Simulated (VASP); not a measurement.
A run of VASP 6.6.1 is set up as follows.

File INCAR:

```
PREC = Accurate ; ENCUT = 520
EDIFF = 1E-7 ; ISMEAR = 0
SIGMA = 0.05 ; LREAL = False
LASPH = True ; NELM = 60
ALGO = Normal ; ISIF = 2
LWAVE = False ; LCHARG = True
GGA = PE ; LELF = True
LVHAR = True ; NBANDS = 16
```

The input KPOINTS:

```
regular mesh
0
Gamma
  6 6 6
```

File POSCAR:

```
BN
1.0
    0.0000000000     -1.8123937734     -1.8123937734
   -1.8123937734      0.0000000000     -1.8123937734
    1.8123937734      1.8123937734     -3.6247875468
B N
2 2
Direct
    0.0301568533      0.0171726123      0.0000000000
    0.4698431467      0.4828273877      0.5000000000
    0.4058614778      0.3925738559      0.8750000000
    0.8441385222      0.8574261441      0.3750000000
```

Potentials or basis: VASP PAW PBE potentials, release 64 (B, N).

Launch:

```console
$ cat potpaw_PBE.64/B/POTCAR potpaw_PBE.64/N/POTCAR > POTCAR
$ mpirun -np 1 vasp_std > vasp.out
```

Task: Predict the largest force.

Result: 1.335 eV/Å.

Task: Predict the band gap on the k mesh.

Result: 4.23 eV, indirect (least direct gap 6.20 eV).

Task: Predict the pressure.

Result: -0.1 GPa.

Forces in eV/Å, atoms in the order of the input:
```
B    0.299  0.504  0.792
B   -0.271 -0.493 -0.764
N    0.377  0.677  1.042
N   -0.406 -0.688 -1.070
```

Caveat: the k points lie up to 0.48 Å⁻¹ apart; the cell differs from its parent crystal (mode 4 frozen in at -0.068 Å and mode 5 at -0.085 Å (largest displacements)); forces of over 1 eV/Å act on the atoms, so gaps and moduli don't describe the material at rest. A k mesh can miss the band edges.
